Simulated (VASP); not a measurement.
# LiCl (Fm-3m) in VASP: a series of runs

Runs on LiCl. Level: LDA. Tasks: single point.

Program: VASP 6.6.1. These are calculated values, not measurements. Logs are shortened: lines on timing, memory, paths and dates and some standing lists are left out, and cuts for length are marked.

### 1 The cell of the first run

It takes space group Fm-3m (No. 225, cubic). The conventional cell has a = 4.963 Å, b = 4.963 Å, c = 4.963 Å, α = 90.00°, β = 90.00°, γ = 90.00°. Within 3.3 Å of Li (site symmetry m-3m) lie 6 Cl at 2.48 Å. Within 3.3 Å of Cl (site symmetry m-3m) lie 6 Li at 2.48 Å.

### 2 Single point, LDA

Contents of INCAR:

```
ALGO = Normal
EDIFF = 1E-6
ENCUT = 520
ISIF = 2
ISMEAR = 0
LASPH = T
LCHARG = T
LELF = T
LREAL = F
LVHAR = T
LWAVE = F
NBANDS = 12
NELM = 100
PREC = Accurate
SIGMA = 0.05
```

Contents of KPOINTS:

```
k-points
0
Gamma
  6 6 6
```

Contents of POSCAR:

```
LiCl
1.0
    0.0000000000      2.4817194293      2.4817194293
    2.4817194293      0.0000000000      2.4817194293
    2.4817194293      2.4817194293      0.0000000000
Li Cl
1 1
Direct
    0.0000000000      0.0000000000      0.0000000000
    0.5000000000      0.5000000000      0.5000000000
```

Potentials or basis: VASP PAW LDA potentials, release 64 (Li_sv, Cl).

Run with:

```console
$ cat potpaw_LDA.64/Li_sv/POTCAR potpaw_LDA.64/Cl/POTCAR > POTCAR
$ mpirun -np 1 vasp_std > vasp.out
```

OUTCAR:

```text
EDIFF = 1E-6
   ENCUT = 520
   ISIF = 2
   ISMEAR = 0
   LASPH = T
   LREAL = F
   NELM = 100
   PREC = Accurate

 ion  position               nearest neighbor table
   1  0.000  0.000  0.000-   2 2.48   2 2.48   2 2.48   2 2.48   2 2.48   2 2.48
   2  0.500  0.500  0.500-   1 2.48   1 2.48   1 2.48   1 2.48   1 2.48   1 2.48

  LATTYP: Found a face centered cubic cell.
 ALAT       =     4.9634388586

  Lattice vectors:

 A1 = (   0.0000000000,   2.4817194293,   2.4817194293)
 A2 = (   2.4817194293,   0.0000000000,   2.4817194293)
 A3 = (   2.4817194293,   2.4817194293,   0.0000000000)

Analysis of symmetry for initial positions (statically):
=====================================================================
 Subroutine PRICEL returns:
 Original cell was already a primitive cell.

 Routine SETGRP: Setting up the symmetry group for a
 face centered cubic supercell.

 Subroutine GETGRP returns: Found 48 space group operations
 (whereof 48 operations were pure point group operations)
 out of a pool of 48 trial point group operations.

The static configuration has the point symmetry O_h .

Analysis of symmetry for dynamics (positions and initial velocities):
=====================================================================
 Subroutine PRICEL returns:
 Original cell was already a primitive cell.

 Routine SETGRP: Setting up the symmetry group for a
 face centered cubic supercell.

 Subroutine GETGRP returns: Found 48 space group operations
 (whereof 48 operations were pure point group operations)
 out of a pool of 48 trial point group operations.

The dynamic configuration has the point symmetry O_h .

 Subroutine INISYM returns: Found 48 space group operations
 (whereof 48 operations are pure point group operations),
 and found     1 'primitive' translations

----------------------------------------------------------------------------------------

                                     Primitive cell

  volume of cell :      30.5695

  direct lattice vectors                    reciprocal lattice vectors
     0.000000000  2.481719429  2.481719429    -0.201473218  0.201473218  0.201473218
     2.481719429  0.000000000  2.481719429     0.201473218 -0.201473218  0.201473218
     2.481719429  2.481719429  0.000000000     0.201473218  0.201473218 -0.201473218

  length of vectors
     3.509681275  3.509681275  3.509681275     0.348961850  0.348961850  0.348961850

  position of ions in fractional coordinates (direct lattice)
     0.000000000  0.000000000  0.000000000
     0.500000000  0.500000000  0.500000000

  ion indices of the primitive-cell ions
   primitive index   ion index
                 1           1
                 2           2

----------------------------------------------------------------------------------------

 KPOINTS: k-points

Automatic generation of k-mesh.
 Grid dimensions read from file:
 generate k-points for:    6    6    6

 Generating k-lattice:

  Cartesian coordinates                     Fractional coordinates (reciprocal lattice)
    -0.033578870  0.033578870  0.033578870     0.166666667  0.000000000  0.000000000
     0.033578870 -0.033578870  0.033578870     0.000000000  0.166666667  0.000000000
     0.033578870  0.033578870 -0.033578870     0.000000000  0.000000000  0.166666667

  Length of vectors
     0.058160308  0.058160308  0.058160308

  Shift w.r.t. Gamma in fractional coordinates (k-lattice)
     0.000000000  0.000000000  0.000000000

 Subroutine IBZKPT returns following result:
 ===========================================

 Found     16 irreducible k-points:

 Following reciprocal coordinates:
            Coordinates               Weight
  0.000000  0.000000  0.000000      1.000000
  0.166667  0.000000  0.000000      8.000000
  0.333333  0.000000  0.000000      8.000000
  0.500000  0.000000  0.000000      4.000000
  0.166667  0.166667  0.000000      6.000000
  0.333333  0.166667  0.000000     24.000000
[... 8 lines left out ...]
 -0.333333  0.333333  0.166667     24.000000
 -0.333333  0.500000  0.166667     12.000000
   k-points           NKPTS =     16   k-points in BZ     NKDIM =     16   number of bands    NBANDS=     12
   number of dos      NEDOS =    301   number of ions     NIONS =      2
   total plane-waves  NPLWV =  21952
   dimension x,y,z NGX =    28 NGY =   28 NGZ =   28
   dimension x,y,z NGXF=    56 NGYF=   56 NGZF=   56
   ions per type =               1   1
   NGX,Y,Z   is equivalent  to a cutoff of  13.26, 13.26, 13.26 a.u.
   NGXF,Y,Z  is equivalent  to a cutoff of  26.53, 26.53, 26.53 a.u.
 SYSTEM =  unknown system
   PREC   = accura    normal or accurate (medium, high low for compatibility)
   ISTART =      0    job   : 0-new  1-cont  2-samecut
   ICHARG =      2    charge: 1-file 2-atom 10-const
   ISPIN  =      1    spin polarized calculation?
   LNONCOLLINEAR =      F non collinear calculations
   LSORBIT =      F    spin-orbit coupling
   LASPH  =      T    aspherical Exc in radial PAW
   ENCUT  =  520.0 eV  38.22 Ry    6.18 a.u.   6.53  6.53  6.53*2*pi/ulx,y,z
   NELM   =    100;   NELMIN=  2; NELMDL= -5     # of ELM steps
   EDIFF  = 0.1E-05   stopping-criterion for ELM
   LREAL  =      F    real-space projection
   EDIFFG = 0.1E-04   stopping-criterion for IOM
   NSW    =      0    number of steps for IOM
   IBRION =     -1    ionic relax: 0-MD 1-quasi-New 2-CG
   NFREE  =      0    steps in history (QN), initial steepest desc. (CG)
   ISIF   =      2    stress and relaxation
   ISYM   =      2    0-nonsym 1-usesym 2-fastsym
   POTIM  = 0.5000    time-step for ionic-motion
   TEBEG  =    0.0;   TEEND  =   0.0 temperature during run
   PSTRESS=    0.0 pullay stress
   NELECT =      10.0000    total number of electrons
   NUPDOWN=      -1.0000    fix difference up-down
   EMIN   =  10.00;   EMAX   =-10.00  energy-range for DOS
   EFERMI =   0.00;   METHOD = LEGACY
   ISMEAR =     0;   SIGMA  =   0.05  broadening in eV -4-tet -1-fermi 0-gaus
   EFERMI_NEDOS =   21; number of points for ismear=-14 and -15
   IALGO  =     38    algorithm
   IMIX   =      4    mixing-type and parameters
     AMIX     =   0.40;   BMIX     =  1.00
     AMIX_MAG =   1.60;   BMIX_MAG =  1.00
  volume/ion in A,a.u.               =      15.28       103.15
  Fermi-wavevector in a.u.,A,eV,Ry     =   1.128008  2.131626 17.312079  1.272402
  Thomas-Fermi vector in A             =   2.264696
   LORBIT       =      0    0 simple, 1 ext, 2 COOP (PROOUT), +10 PAW based schemes
   GGA     = CA    functional components
   LHFCALC =     F    Hartree Fock is set to
   AEXX    =    0.0000 exact exchange contribution
   IVDW    =     0    specifies the selected vdW correction
   LEPSILON=     F    determine dielectric tensor
   LRPA    =     F    only Hartree local field effects (RPA)
 non-spin polarized calculation
 Gauss-broadening in eV      SIGMA  =   0.05
  energy-cutoff  :      520.00
  volume of cell :       30.57
 maximum number of plane-waves:       869
 NGX is ok and might be reduce to    28
   NGX = 13   NGY = 13   NGZ = 13

 number of electron      10.0000000 magnetization

 number of electron       9.9999992 magnetization

 Free energy of the ion-electron system (eV)
  ---------------------------------------------------
  ext. energy  EPLUGINS =         0.00000000
  ---------------------------------------------------
  free energy    TOTEN  =        -8.09602899 eV

  energy without entropy =       -8.09602899  energy(sigma->0) =       -8.09602899

 E-fermi :   1.5613     XC(G=0):  -9.5898

 val. band max:        1.2541402038   @ k =   0.0000   0.0000   0.0000
 cond. band min:       7.7675190025   @ k =   0.5000   0.0000   0.0000
 fundamental gap:      6.5133787987
 Fermi energy:         1.5613012341

 k-point     1 :       0.0000    0.0000    0.0000
  band No.  band energies     occupation
      1     -41.0875      2.00000
      2     -12.4506      2.00000
      3       1.2541      2.00000
      4       1.2541      2.00000
      5       1.2541      2.00000
      6       7.8734      0.00000
      7      13.0679      0.00000
      8      13.0679      0.00000
      9      13.0679      0.00000
     10      15.9321      0.00000
     11      15.9347      0.00000
     12      15.9510      0.00000

 k-point     2 :       0.1667    0.0000    0.0000
  band No.  band energies     occupation
      1     -41.0860      2.00000
      2     -12.2869      2.00000
      3       0.2406      2.00000
      4       1.1703      2.00000
      5       1.1703      2.00000
      6       8.5122      0.00000
      7      12.1122      0.00000
      8      12.6528      0.00000
      9      12.6528      0.00000
     10      14.4486      0.00000
     11      14.4486      0.00000
     12      16.6305      0.00000

 k-point     3 :       0.3333    0.0000    0.0000
  band No.  band energies     occupation
      1     -41.0832      2.00000
      2     -11.9233      2.00000
      3      -1.3626      2.00000
      4       1.0183      2.00000
      5       1.0183      2.00000
      6       8.1749      0.00000
      7      11.0777      0.00000
      8      11.0777      0.00000
      9      13.4362      0.00000
     10      16.5115      0.00000
     11      16.5115      0.00000
     12      17.5579      0.00000
[... 166 lines left out ...]
 k-point    15 :      -0.3333    0.3333    0.1667
  band No.  band energies     occupation
      1     -41.0806      2.00000
      2     -11.4814      2.00000
      3      -1.5848      2.00000
      4      -0.8609      2.00000
      5       0.3029      2.00000
      6      10.0792      0.00000
      7      10.5864      0.00000
      8      12.2357      0.00000
      9      12.6782      0.00000
     10      16.7032      0.00000
     11      17.6756      0.00000
     12      20.2496      0.00000

 k-point    16 :      -0.3333    0.5000    0.1667
  band No.  band energies     occupation
      1     -41.0802      2.00000
      2     -11.3924      2.00000
      3      -1.8061      2.00000
      4      -0.7680      2.00000
      5      -0.0308      2.00000
      6      10.0098      0.00000
      7      10.4714      0.00000
      8      12.7049      0.00000
      9      12.9751      0.00000
     10      16.5483      0.00000
     11      18.8960      0.00000
     12      20.4525      0.00000

------------------------ aborting loop because EDIFF is reached ----------------------------------------

  FORCE on cell =-STRESS in cart. coord.  units (eV):
  Direction    XX          YY          ZZ          XY          YZ          ZX
  --------------------------------------------------------------------------------------
  -------------------------------------------------------------------------------------
  Total       -0.0087513     -0.0087513     -0.0087513      0.0000000      0.0000000      0.0000000
  in kB       -0.4586666     -0.4586666     -0.4586666      0.0000000      0.0000000      0.0000000
  external PRESSURE =      -0.4586666 kB  Pullay stress =       0.0000000 kB

 VOLUME and BASIS-vectors are now :
 -----------------------------------------------------------------------------
  energy-cutoff  :      520.00
  volume of cell :       30.57
      direct lattice vectors                 reciprocal lattice vectors
     0.000000000  2.481719429  2.481719429    -0.201473218  0.201473218  0.201473218
     2.481719429  0.000000000  2.481719429     0.201473218 -0.201473218  0.201473218
     2.481719429  2.481719429  0.000000000     0.201473218  0.201473218 -0.201473218

 POSITION                                       TOTAL-FORCE (eV/Angst)
 -----------------------------------------------------------------------------------
      0.00000      0.00000      0.00000        -0.000000      0.000000     -0.000000
      2.48172      2.48172      2.48172         0.000000     -0.000000      0.000000
 -----------------------------------------------------------------------------------
    total drift:                                0.000000      0.000000      0.000000

  FREE ENERGIE OF THE ION-ELECTRON SYSTEM (eV)
  ---------------------------------------------------
  free  energy   TOTEN  =        -8.0960289869 eV

  energy  without entropy=       -8.0960289869  energy(sigma->0) =       -8.09602899
```

It took 2.8 s on 1 thread of Intel Xeon 6975P-C (Granite Rapids), shared host; peak memory 0.12 GiB.

What came out:

* Free energy: -8.0960 eV
* Band gap on the k mesh: 6.51 eV, indirect (least direct gap 6.62 eV)

Caveat: the cutoff is under 1.25 times the usual one of these potentials, so pressure, stress and relaxed cells hold a basis-set (Pulay) error. LDA gaps usually lie below the measured ones, often by a third to a half.

### 3 Single point, LDA

This run uses another cell than the first one, of 16.97 Å³/atom, 1.111 times its volume.

Contents of INCAR:

```
PREC     = Accurate       # precision mode
ENCUT    = 520            # plane-wave cutoff, eV
EDIFF    = 1E-6           # SCF threshold, eV
ISMEAR   = 0              # smearing method
SIGMA    = 0.05           # smearing width, eV
LREAL    = F              # projectors in reciprocal space
LASPH    = T              # aspherical terms in the spheres
NELM     = 60             # most SCF steps
ALGO     = Normal         # electronic algorithm
ISIF     = 2              # what is computed and relaxed
LWAVE    = F              # write WAVECAR
LCHARG   = F              # write CHGCAR
GGA      = CA             # functional
NBANDS   = 12             # bands
```

Contents of KPOINTS:

```
regular mesh
0
Gamma
  6 6 6
```

Contents of POSCAR:

```
LiCl
1.0
    0.0000000000      2.5700000000      2.5700000000
    2.5700000000      0.0000000000      2.5700000000
    2.5700000000      2.5700000000      0.0000000000
Li Cl
1 1
Direct
    0.0000000000      0.0000000000      0.0000000000
    0.5000000000      0.5000000000      0.5000000000
```

Potentials or basis: VASP PAW LDA potentials, release 64 (Li_sv, Cl).

Run with:

```console
$ cat potpaw_LDA.64/Li_sv/POTCAR potpaw_LDA.64/Cl/POTCAR > POTCAR
$ mpirun -np 1 vasp_std > vasp.out
```

Wall time 2.6 s (1 thread of Intel Xeon 6975P-C (Granite Rapids), shared host); peak memory 0.13 GiB.

The run converged. Its results:

| Item | Value |
| --- | --- |
| Free energy | -8.0576 eV |
| Band gap on the k mesh | 5.97 eV, direct |

Levels at points of the mesh, in eV from the valence-band top:
| k point | band 3 | band 4 | band 5 | band 6 | band 7 | band 8 |
| --- | --- | --- | --- | --- | --- | --- |
| (0.00, 0.00, 0.00) | 0.00 | 0.00 | 0.00 | 5.97 | 11.73 | 11.73 |
| (0.50, 0.00, 0.00) | -2.87 | -0.26 | -0.26 | 6.40 | 9.21 | 9.21 |
| (0.50, 0.50, 0.00) | -2.97 | -1.13 | -1.13 | 7.62 | 8.01 | 12.04 |

Caveat: the cutoff is under 1.25 times the usual one of these potentials, so pressure, stress and relaxed cells hold a basis-set (Pulay) error. A k mesh can miss the band edges.
